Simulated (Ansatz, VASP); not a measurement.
**One calculation of Te, two programs**

The input INCAR:

```
SYSTEM = Te
PREC = Accurate
ENCUT = 520
EDIFF = 1E-6
ISMEAR = -1
SIGMA = 0.05
LREAL = .False.
LASPH = .True.
NELM = 80
ALGO = Normal
ISIF = 2
LWAVE = .False.
LCHARG = .True.
GGA = CA
LELF = .True.
LVHAR = .True.
NBANDS = 16
```

KPOINTS

```
regular mesh
0
Gamma
  7 7 5
  0 0 0
```

Contents of POSCAR:

```
Te
1.0
    4.4540000000      0.0000000000      0.0000000000
   -2.2270000000      3.8572771485      0.0000000000
    0.0000000000      0.0000000000      5.9240000000
Te
3
Direct
    0.7310000000      0.7310000000      0.0000000000
    0.0000000000      0.2690000000      0.6666666667
    0.2690000000      0.0000000000      0.3333333333
```

The input input.yaml:

```yaml
crystal:
  lattice:
    - [4.454, 0.0, 0.0]
    - [-2.227, 3.8572771485, 0.0]
    - [0.0, 0.0, 5.924]
  atoms:
    - { symbol: Te, position: [0.731, 0.731, 0.0] }
    - { symbol: Te, position: [0.0, 0.269, 0.6666666667] }
    - { symbol: Te, position: [0.269, 0.0, 0.3333333333] }
kpoints:
  mp_grid: { grid: [7, 7, 5] }
scf:
  occupations: { method: fermi_dirac, width: 0.05 }
hamiltonian:
  xc: lda
  pseudopotentials: { kind: all_electron, lapw: { basis_error: 0.002 } }
output:
  forces: true
  stress: true
  eigenvalues: true
```

Alike in both runs: task single point; functional LDA; k mesh 7 × 7 × 5; occupations fermi-dirac, width 0.05 eV; no spin polarisation.

|  | VASP | Ansatz |
| --- | --- | --- |
| version | VASP 6.6.1 | Ansatz 0.2.0 |
| potentials or method | VASP PAW LDA potentials, release 64 (Te), cutoff 520 eV | all-electron LAPW, scalar-relativistic |

VASP gave:

```
gap on the k mesh at the Fermi level (eV)                     : 0.57
least direct gap on the mesh (eV)                             : 0.74
pressure (GPa)                                                : -1.8
traceless stress, the component that is largest in VASP (GPa) : 0.05
rms of the force components (eV/Å)                            : 0.049
```

Question: Which values does Ansatz return?

Answer: gap on the k mesh at the Fermi level (eV): 0.58; least direct gap on the mesh (eV): 0.76; pressure (GPa): -1.9; traceless stress, the component that is largest in VASP (GPa): -0.01; rms of the force components (eV/Å): 0.031.

LDA's correlation is that of Perdew and Zunger in VASP and of Perdew and Wang (1992) in Ansatz. Atom by atom the forces differ by 0.018 eV/Å (rms over components). Ansatz ran all-electron here, and VASP with PAW potentials.

Neither program's run includes spin-orbit coupling.
